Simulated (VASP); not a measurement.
# NaF (Fm-3m) in VASP: G0W0 quasiparticle levels with PBE

Aim: the G0W0 quasiparticle levels of NaF with PBE.

Everything below comes from runs of VASP 6.6.1. Logs are shortened: lines on timing, memory, paths and dates and some standing lists are left out, and cuts for length are marked.

**1. The cell of the first run**

The structure is cubic, space group Fm-3m (No. 225). Conventional cell: a = 4.594 Å, b = 4.594 Å, c = 4.594 Å, α = 90.00°, β = 90.00°, γ = 90.00°. Within 3.0 Å of Na (site symmetry m-3m) lie 6 F at 2.30 Å. Within 3.0 Å of F (site symmetry m-3m) lie 6 Na at 2.30 Å.

**2. G0W0 quasiparticle levels, PBE**

POSCAR

```
NaF
1.0
    0.0000000000      2.2972417821      2.2972417821
    2.2972417821      0.0000000000      2.2972417821
    2.2972417821      2.2972417821      0.0000000000
Na F
1 1
Direct
    0.0000000000      0.0000000000      0.0000000000
    0.5000000000      0.5000000000      0.5000000000
```

INCAR.step1

```
SYSTEM = NaF
PREC     = Accurate       ! precision mode
ENCUT    = 500            ! plane-wave cutoff, eV
EDIFF    = 1E-8           ! SCF threshold, eV
ISMEAR   = 0              ! smearing method
SIGMA    = 0.01           ! smearing width, eV
LREAL    = .False.        ! projectors in reciprocal space
LASPH    = .True.         ! aspherical terms in the spheres
NELM     = 60             ! most SCF steps
ALGO     = Normal         ! electronic algorithm
LWAVE    = .True.         ! write WAVECAR
LCHARG   = .False.        ! write CHGCAR
GGA      = PE             ! functional
```

INCAR.step2

```
SYSTEM = NaF
PREC     = Accurate       ! precision mode
ENCUT    = 500            ! plane-wave cutoff, eV
EDIFF    = 1E-8           ! SCF threshold, eV
ISMEAR   = 0              ! smearing method
SIGMA    = 0.01           ! smearing width, eV
LREAL    = .False.        ! projectors in reciprocal space
LASPH    = .True.         ! aspherical terms in the spheres
NELM     = 1              ! most SCF steps
ALGO     = Exact          ! electronic algorithm
LWAVE    = .True.         ! write WAVECAR
LCHARG   = .False.        ! write CHGCAR
GGA      = PE             ! functional
NBANDS   = 63             ! bands
LOPTICS  = .True.         ! frequency-dependent dielectric function
ISTART   = 1
```

INCAR.step3

```
SYSTEM = NaF
PREC     = Accurate       ! precision mode
ENCUT    = 500            ! plane-wave cutoff, eV
EDIFF    = 1E-8           ! SCF threshold, eV
ISMEAR   = 0              ! smearing method
SIGMA    = 0.01           ! smearing width, eV
LREAL    = .False.        ! projectors in reciprocal space
LASPH    = .True.         ! aspherical terms in the spheres
ALGO     = EVGW0          ! electronic algorithm
LWAVE    = .False.        ! write WAVECAR
LCHARG   = .False.        ! write CHGCAR
GGA      = PE             ! functional
NELMGW   = 1            
NBANDS   = 63             ! bands
ENCUTGW  = 100.0          ! cutoff of the response function
NOMEGA   = 96             ! frequency points
PRECFOCK = Fast         
ISTART   = 1            
NBANDSGW = 16           
OMEGAMAX = 20
```

KPOINTS

```
Automatic mesh
0
Gamma
  6 6 6
  0 0 0
```

Potentials or basis: VASP PAW PBE potentials, release 64 (Na_sv_GW, F_GW).

Command:

```sh
> cat potpaw_PBE.64/Na_sv_GW/POTCAR potpaw_PBE.64/F_GW/POTCAR > POTCAR
> cp INCAR.step1 INCAR
> mpirun -np 1 vasp_std > vasp.out
> cp INCAR.step2 INCAR
> mpirun -np 1 vasp_std > vasp.out
> cp INCAR.step3 INCAR
> mpirun -np 1 vasp_std > vasp.out
```

OUTCAR:

```text
SYSTEM = NaF
   PREC = Accurate
   ENCUT = 500
   EDIFF = 1E-8
   ISMEAR = 0
   LREAL = .False.
   LASPH = .True.
   GGA = PE
   NELMGW = 1
   ENCUTGW = 100.0
   PRECFOCK = Fast
   ISTART = 1

 ion  position               nearest neighbor table
   1  0.000  0.000  0.000-   2 2.30   2 2.30   2 2.30   2 2.30   2 2.30   2 2.30
   2  0.500  0.500  0.500-   1 2.30   1 2.30   1 2.30   1 2.30   1 2.30   1 2.30

  LATTYP: Found a face centered cubic cell.
 ALAT       =     4.5944835642

  Lattice vectors:

 A1 = (   0.0000000000,   2.2972417821,   2.2972417821)
 A2 = (   2.2972417821,   0.0000000000,   2.2972417821)
 A3 = (   2.2972417821,   2.2972417821,   0.0000000000)

Analysis of symmetry for initial positions (statically):
=====================================================================
 Subroutine PRICEL returns:
 Original cell was already a primitive cell.

 Routine SETGRP: Setting up the symmetry group for a
 face centered cubic supercell.

 Subroutine GETGRP returns: Found 48 space group operations
 (whereof 48 operations were pure point group operations)
 out of a pool of 48 trial point group operations.

The static configuration has the point symmetry O_h .

Analysis of symmetry for dynamics (positions and initial velocities):
=====================================================================
 Subroutine PRICEL returns:
 Original cell was already a primitive cell.

 Routine SETGRP: Setting up the symmetry group for a
 face centered cubic supercell.

 Subroutine GETGRP returns: Found 48 space group operations
 (whereof 48 operations were pure point group operations)
 out of a pool of 48 trial point group operations.

The dynamic configuration has the point symmetry O_h .

 Subroutine INISYM returns: Found 48 space group operations
 (whereof 48 operations are pure point group operations),
 and found     1 'primitive' translations

----------------------------------------------------------------------------------------

                                     Primitive cell

  volume of cell :      24.2466

  direct lattice vectors                    reciprocal lattice vectors
     0.000000000  2.297241782  2.297241782    -0.217652318  0.217652318  0.217652318
     2.297241782  0.000000000  2.297241782     0.217652318 -0.217652318  0.217652318
     2.297241782  2.297241782  0.000000000     0.217652318  0.217652318 -0.217652318

  length of vectors
     3.248790484  3.248790484  3.248790484     0.376984874  0.376984874  0.376984874

  position of ions in fractional coordinates (direct lattice)
     0.000000000  0.000000000  0.000000000
     0.500000000  0.500000000  0.500000000

  ion indices of the primitive-cell ions
   primitive index   ion index
                 1           1
                 2           2

----------------------------------------------------------------------------------------

 KPOINTS: Automatic mesh

Automatic generation of k-mesh.
 Grid dimensions read from file:
 generate k-points for:    6    6    6

 Generating k-lattice:

  Cartesian coordinates                     Fractional coordinates (reciprocal lattice)
    -0.036275386  0.036275386  0.036275386     0.166666667  0.000000000  0.000000000
     0.036275386 -0.036275386  0.036275386     0.000000000  0.166666667  0.000000000
     0.036275386  0.036275386 -0.036275386     0.000000000  0.000000000  0.166666667

  Length of vectors
     0.062830812  0.062830812  0.062830812

  Shift w.r.t. Gamma in fractional coordinates (k-lattice)
     0.000000000  0.000000000  0.000000000

 Subroutine IBZKPT returns following result:
 ===========================================

 Found     16 irreducible k-points:

 Following reciprocal coordinates:
            Coordinates               Weight
  0.000000  0.000000  0.000000      1.000000
  0.166667  0.000000  0.000000      8.000000
  0.333333  0.000000  0.000000      8.000000
  0.500000  0.000000  0.000000      4.000000
  0.166667  0.166667  0.000000      6.000000
  0.333333  0.166667  0.000000     24.000000
[... 8 lines left out ...]
 -0.333333  0.333333  0.166667     24.000000
 -0.333333  0.500000  0.166667     12.000000
   k-points           NKPTS =     16   k-points in BZ     NKDIM =    216   number of bands    NBANDS=     63
   number of dos      NEDOS =    301   number of ions     NIONS =      2
   total plane-waves  NPLWV =  13824
   dimension x,y,z NGX =    24 NGY =   24 NGZ =   24
   dimension x,y,z NGXF=    48 NGYF=   48 NGZF=   48
   ions per type =               1   1
   NGX,Y,Z   is equivalent  to a cutoff of  12.28, 12.28, 12.28 a.u.
   NGXF,Y,Z  is equivalent  to a cutoff of  24.56, 24.56, 24.56 a.u.
 SYSTEM =  NaF
   PREC   = accura    normal or accurate (medium, high low for compatibility)
   ISTART =      1    job   : 0-new  1-cont  2-samecut
   ICHARG =      0    charge: 1-file 2-atom 10-const
   ISPIN  =      1    spin polarized calculation?
   LNONCOLLINEAR =      F non collinear calculations
   LSORBIT =      F    spin-orbit coupling
   LASPH  =      T    aspherical Exc in radial PAW
   ENCUT  =  500.0 eV  36.75 Ry    6.06 a.u.   5.92  5.92  5.92*2*pi/ulx,y,z
   NELM   =     60;   NELMIN=  2; NELMDL=  0     # of ELM steps
   EDIFF  = 0.1E-07   stopping-criterion for ELM
   LREAL  =      F    real-space projection
   EDIFFG = 0.1E-06   stopping-criterion for IOM
   NSW    =      0    number of steps for IOM
   IBRION =     -1    ionic relax: 0-MD 1-quasi-New 2-CG
   NFREE  =      0    steps in history (QN), initial steepest desc. (CG)
   ISIF   =      0    stress and relaxation
   ISYM   =      3    0-nonsym 1-usesym 2-fastsym
   POTIM  = 0.5000    time-step for ionic-motion
   TEBEG  =    0.0;   TEEND  =   0.0 temperature during run
   PSTRESS=    0.0 pullay stress
   NELECT =      16.0000    total number of electrons
   NUPDOWN=      -1.0000    fix difference up-down
   EMIN   =  10.00;   EMAX   =-10.00  energy-range for DOS
   EFERMI =   0.00;   METHOD = LEGACY
   ISMEAR =     0;   SIGMA  =   0.01  broadening in eV -4-tet -1-fermi 0-gaus
   EFERMI_NEDOS =   21; number of points for ismear=-14 and -15
   IALGO  =     38    algorithm
   IMIX   =      4    mixing-type and parameters
     AMIX     =   0.40;   BMIX     =  1.00
     AMIX_MAG =   1.60;   BMIX_MAG =  1.00
  volume/ion in A,a.u.               =      12.12        81.81
  Fermi-wavevector in a.u.,A,eV,Ry     =   1.425273  2.693376 27.638925  2.031404
  Thomas-Fermi vector in A             =   2.545675
   LORBIT       =      0    0 simple, 1 ext, 2 COOP (PROOUT), +10 PAW based schemes
   GGA     = PE    functional components
   LHFCALC =     T    Hartree Fock is set to
   PRECFOCK=fast      Normal, Fast or Accurate (Low or Medium for compatibility)
   ENCUT4O =  -1.0   cutoff for four orbital integrals eV
   NKREDX  =     1    reduce k-point grid by
   NKREDY  =     1    reduce k-point grid by
   NKREDZ  =     1    reduce k-point grid by
   AEXX    =    1.0000 exact exchange contribution
   HFSCREEN=    0.0000 screening length (either q_TF or 0.3 A-1)
   HFSCREENC=   0.0000 screening length for correlation (either q_TF or 0.3 A-1)
   ENCUTFOCK=  -1.0 apply spherical cutoff to Coloumb kernel
   IVDW    =     0    specifies the selected vdW correction
   LEPSILON=     F    determine dielectric tensor
   LRPA    =     F    only Hartree local field effects (RPA)
   LRPAFORCE           =     F    calculate RPA forces
   ENCUTGW             = 100.0    cutoff for response function in eV
   ENCUTGWSOFT         =  80.0    soft cutoff for Coulomb kernel in GW response function in eV
   ENCUTLF             =  -1.0    cutoff for local field effects
   NELMGW              =     1    number of iterations in solving QP/BSE equation
   NELMHF              =     1    number of iterations in the inner HF iteration
   NKREDLFX            =     1    NKREDLFY  =   1   NKREDLFZ  =   1
 non-spin polarized calculation
 Gauss-broadening in eV      SIGMA  =   0.01
  energy-cutoff  :      500.00
  volume of cell :       24.25
 maximum number of plane-waves:       636
  NGX = 14; NGY = 14; NGZ = 14
   NGX = 11   NGY = 11   NGZ = 11
 maximum number of plane-waves:        64
 NGX is ok and might be reduce to    14

 QP shifts <psi_nk| G(iteration)W_0 |psi_nk>: iteration 1
 for sc-GW calculations column KS-energies equals QP-energies in previous step
 and V_xc(KS)=  KS-energies - (<T + V_ion + V_H > + <T+V_H+V_ion>^1  + <V_x>^1)

 k-point   1 :       0.0000    0.0000    0.0000
  band No.  KS-energies  QP-energies   sigma(KS)   V_xc(KS)     V^pw_x(r,r')   Z            occupation Imag(sigma)

      1     -48.6920     -59.6926     -42.6860     -29.2468     -49.1133       0.8185       2.0000       0.2194
      2     -20.9056     -25.1441     -28.6343     -22.6983     -36.8146       0.7140       2.0000       0.7205
      3     -20.5764     -27.5614     -36.5624     -28.3998     -41.4656       0.8557       2.0000       0.0485
      4     -20.5764     -27.5614     -36.5624     -28.3998     -41.4656       0.8557       2.0000       0.0485
      5     -20.5764     -27.5614     -36.5624     -28.3998     -41.4656       0.8557       2.0000       0.0485
      6      -1.7073      -4.3722     -25.6686     -22.3726     -30.2116       0.8085       2.0000       0.0512
[... 8 lines left out ...]
     15      22.5717      24.6665      -6.1927      -8.5813      -2.8116       0.8770       0.0000      -0.0882
     16      25.6019      28.3190      -8.4974     -11.6278      -4.5859       0.8680       0.0000      -0.2834

 k-point   2 :       0.1667    0.0000    0.0000
  band No.  KS-energies  QP-energies   sigma(KS)   V_xc(KS)     V^pw_x(r,r')   Z            occupation Imag(sigma)

      1     -48.6883     -59.6950     -42.6942     -29.2538     -49.1210       0.8189       2.0000       0.2191
      2     -21.1748     -26.2527     -31.0814     -24.3415     -38.1221       0.7534       2.0000       0.4965
      3     -20.5798     -27.5624     -36.5536     -28.3930     -41.4564       0.8556       2.0000       0.0477
      4     -20.5798     -27.5624     -36.5536     -28.3930     -41.4564       0.8556       2.0000       0.0477
      5     -20.2726     -26.1850     -34.1509     -26.8038     -40.1932       0.8047       2.0000       0.2696
      6      -2.2037      -4.9655     -24.5457     -21.1188     -28.9067       0.8059       2.0000       0.0520
[... 8 lines left out ...]
     15      22.9291      24.4302      -5.9542      -7.6534      -2.2042       0.8835       0.0000      -0.4385
     16      26.1060      28.2862      -6.5537      -8.9884      -2.7850       0.8955       0.0000      -0.4176

 k-point   3 :       0.3333    0.0000    0.0000
  band No.  KS-energies  QP-energies   sigma(KS)   V_xc(KS)     V^pw_x(r,r')   Z            occupation Imag(sigma)

      1     -48.6809     -59.6999     -42.7102     -29.2678     -49.1363       0.8197       2.0000       0.2185
      2     -21.4375     -26.7922     -31.6183     -24.6406     -38.3370       0.7674       2.0000       0.4403
      3     -20.5861     -27.5701     -36.5377     -28.3796     -41.4399       0.8561       2.0000       0.0461
      4     -20.5861     -27.5701     -36.5377     -28.3796     -41.4399       0.8561       2.0000       0.0461
      5     -19.9408     -25.5648     -33.6903     -26.6040     -40.0502       0.7936       2.0000       0.3191
      6      -3.0037      -5.9380     -23.2890     -19.6364     -27.5259       0.8034       2.0000       0.0563
[... 234 lines left out ...]
      1     -48.6738     -59.7135     -42.7250     -29.2812     -49.1508       0.8212       2.0000       0.2175
      2     -21.2532     -26.6976     -32.0792     -25.0302     -38.6725       0.7724       2.0000       0.3976
      3     -20.6591     -27.6149     -36.3611     -28.2022     -41.2487       0.8525       2.0000       0.0543
      4     -20.6332     -27.5876     -36.4025     -28.2501     -41.3067       0.8531       2.0000       0.0531
      5     -20.0412     -25.5659     -33.3799     -26.3564     -39.8452       0.7866       2.0000       0.3345
      6      -2.8729      -5.8131     -23.7319     -20.0728     -28.0531       0.8035       2.0000       0.0564
[... 8 lines left out ...]
     15      26.6095      29.2810      -7.4919     -10.5097      -3.8252       0.8852       0.0000      -0.2790
     16      27.1877      30.0515      -7.8564     -11.0237      -4.1108       0.9042       0.0000      -0.3711

 k-point  16 :      -0.3333    0.5000    0.1667
  band No.  KS-energies  QP-energies   sigma(KS)   V_xc(KS)     V^pw_x(r,r')   Z            occupation Imag(sigma)

      1     -48.6727     -59.7183     -42.7270     -29.2832     -49.1527       0.8216       2.0000       0.2172
      2     -21.0510     -26.4554     -32.2019     -25.1925     -38.8336       0.7710       2.0000       0.3916
      3     -20.7059     -27.6545     -36.2469     -28.0857     -41.1250       0.8514       2.0000       0.0592
      4     -20.6581     -27.6150     -36.3683     -28.2069     -41.2564       0.8524       2.0000       0.0550
      5     -20.2026     -25.7392     -33.3221     -26.2618     -39.7623       0.7842       2.0000       0.3310
      6      -2.8192      -5.7658     -23.9290     -20.2633     -28.2740       0.8038       2.0000       0.0560
[... 8 lines left out ...]
     15      24.7494      26.5986      -6.0950      -8.2332      -2.4209       0.8649       0.0000      -0.2988
     16      27.0724      29.8428      -7.5104     -10.6230      -3.8687       0.8901       0.0000      -0.2626
```

Run time: 2.7 min. Hardware: 1 thread of Intel Xeon Platinum 8488C (Sapphire Rapids), shared host; peak memory 0.35 GiB.

What came out:

```
Quasiparticle gap                                   : 10.62 eV
Least direct quasiparticle gap                      : 10.62 eV
Band gap of the starting levels on the mesh         : 6.47 eV
Least direct gap of the starting levels on the mesh : 6.47 eV
```

Caveat: the k points lie up to 0.39 Å⁻¹ apart; bands, screening cutoff and mesh are small and nothing is extrapolated, so the quasiparticle values aren't converged.
